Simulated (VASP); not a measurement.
# MgCd2SeS2 (P4/mmm) in VASP: further runs, part 2 of 2

VASP 6.6.1.

**3. Single point, PBE**

This run uses another cell than the first one, of 25.05 Å³/atom.

File INCAR:

```
ALGO = Normal
EDIFF = 1E-6
ENCUT = 520
GGA = PE
ISIF = 2
ISMEAR = 0
LASPH = True
LCHARG = False
LREAL = False
LWAVE = False
NBANDS = 31
NELM = 60
PREC = Accurate
SIGMA = 0.1
```

File KPOINTS:

```
k-points
0
Gamma
  4 4 4
```

File POSCAR:

```
MgCd2SeS2
1.0
    5.3523037340      0.0000000000      0.0000000000
    0.0000000000      5.3523037340      0.0000000000
    0.0000000000      0.0000000000      5.2464946479
Mg Cd Se S
1 2 1 2
Direct
    0.0000000000      0.0000000000      0.0000000000
    0.0000000000      0.5000000000      0.5000000000
    0.5000000000      0.0000000000      0.5000000000
    0.0000000000      0.0000000000      0.5000000000
    0.5000000000      0.5000000000      0.7561143677
    0.5000000000      0.5000000000      0.2438856323
```

Potentials or basis: VASP PAW PBE potentials, release 64 (Mg, Cd, Se, S).

Started as:

```
$ cat potpaw_PBE.64/Mg/POTCAR potpaw_PBE.64/Cd/POTCAR potpaw_PBE.64/Se/POTCAR potpaw_PBE.64/S/POTCAR > POTCAR
$ mpirun -np 1 vasp_std > vasp.out
```

OUTCAR:

```text
EDIFF = 1E-6
   ENCUT = 520
   GGA = PE
   ISIF = 2
   ISMEAR = 0
   LASPH = True
   LREAL = False
   NELM = 60
   PREC = Accurate

 ion  position               nearest neighbor table
   1  0.000  0.000  0.000-   4 2.62   4 2.62
   2  0.000  0.500  0.500-   4 2.68   4 2.68   6 2.99   5 2.99   5 2.99   6 2.99   3 3.78   3 3.78
                             3 3.78   3 3.78
   3  0.500  0.000  0.500-   4 2.68   4 2.68   6 2.99   5 2.99   6 2.99   5 2.99   2 3.78   2 3.78
[... 815 lines left out ...]
  -------------------------------------------------------------------------------------
  Total        0.2416871      0.2416871     -0.0601973      0.0000000      0.0000000     -0.0000000
  in kB        2.5764004      2.5764004     -0.6417072      0.0000000      0.0000000     -0.0000000
  external PRESSURE =       1.5036979 kB  Pullay stress =       0.0000000 kB

 VOLUME and BASIS-vectors are now :
 -----------------------------------------------------------------------------
  energy-cutoff  :      520.00
  volume of cell :      150.30
      direct lattice vectors                 reciprocal lattice vectors
     5.352303734  0.000000000  0.000000000     0.186835436  0.000000000  0.000000000
     0.000000000  5.352303734  0.000000000     0.000000000  0.186835436  0.000000000
     0.000000000  0.000000000  5.246494648     0.000000000  0.000000000  0.190603454

 POSITION                                       TOTAL-FORCE (eV/Angst)
 -----------------------------------------------------------------------------------
      0.00000      0.00000      0.00000         0.000000      0.000000      0.000000
      0.00000      2.67615      2.62325         0.000000      0.000000      0.000000
      2.67615      0.00000      2.62325         0.000000      0.000000      0.000000
      0.00000      0.00000      2.62325         0.000000      0.000000      0.000000
      2.67615      2.67615      3.96695         0.000000     -0.000000      0.010880
      2.67615      2.67615      1.27954         0.000000      0.000000     -0.010880
 -----------------------------------------------------------------------------------
    total drift:                               -0.000000      0.000000     -0.000000

  FREE ENERGIE OF THE ION-ELECTRON SYSTEM (eV)
  ---------------------------------------------------
  free  energy   TOTEN  =       -15.0914476321 eV

  energy  without entropy=      -15.0871203468  energy(sigma->0) =      -15.08928399
```

OSZICAR:

```text
N       E                     dE             d eps       ncg     rms          rms(c)
DAV:   1     0.277699325388E+03    0.27770E+03   -0.20076E+04  1116   0.125E+03
DAV:   2     0.298671199677E+01   -0.27471E+03   -0.26067E+03  1256   0.292E+02
DAV:   3    -0.163832403583E+02   -0.19370E+02   -0.19152E+02  1343   0.755E+01
DAV:   4    -0.166429783011E+02   -0.25974E+00   -0.25579E+00  1272   0.833E+00
DAV:   5    -0.166472757162E+02   -0.42974E-02   -0.42900E-02  1406   0.103E+00    0.117E+01
DAV:   6    -0.151735705608E+02    0.14737E+01   -0.46865E+00  1386   0.120E+01    0.824E+00
DAV:   7    -0.151105982236E+02    0.62972E-01   -0.71195E-01  1277   0.364E+00    0.376E+00
DAV:   8    -0.150923837292E+02    0.18214E-01   -0.64431E-02  1242   0.168E+00    0.374E-01
DAV:   9    -0.150910889510E+02    0.12948E-02   -0.65181E-03  1391   0.569E-01    0.202E-01
DAV:  10    -0.150913658317E+02   -0.27688E-03   -0.15564E-03  1235   0.177E-01    0.110E-01
DAV:  11    -0.150914377950E+02   -0.71963E-04   -0.15797E-04  1313   0.644E-02    0.280E-02
DAV:  12    -0.150914470570E+02   -0.92620E-05   -0.66138E-05  1270   0.401E-02    0.743E-03
DAV:  13    -0.150914476321E+02   -0.57504E-06   -0.51587E-06  1179   0.152E-02
   1 F= -.15091448E+02 E0= -.15089284E+02  d E =-.432729E-02
```

stdout:

```text
POSCAR found type information on POSCAR MgCdSeS
 POSCAR found :  4 types and       6 ions
 scaLAPACK will be used
 LDA part: xc-table for (Slater+PW92), standard interpolation
 POSCAR, INCAR and KPOINTS ok, starting setup
 FFT: planning ... GRIDC
 FFT: planning ... GRID_SOFT
 FFT: planning ... GRID
 WAVECAR not read
 entering main loop
```

Wall time 2 min (1 thread of Intel Xeon 8259CL, shared host); peak memory 0.29 GiB.

Results:

| Quantity | Value |
| --- | --- |
| Free energy | -15.0914 eV |
| Pressure | 0.2 GPa |
| Largest force | 0.011 eV/Å |
| Band gap on the k mesh | zero (bands 22 and 23 overlap by 2.01 eV) |

Forces in eV/Å, atoms in the order of the input:
```
Mg   0.000  0.000  0.000
Cd   0.000  0.000  0.000
Cd   0.000  0.000  0.000
Se   0.000  0.000  0.000
S    0.000  0.000  0.011
S    0.000  0.000 -0.011
```

Stress tensor (GPa, compression positive):
```
 0.26  0.00  0.00
 0.00  0.26  0.00
 0.00  0.00 -0.06
```
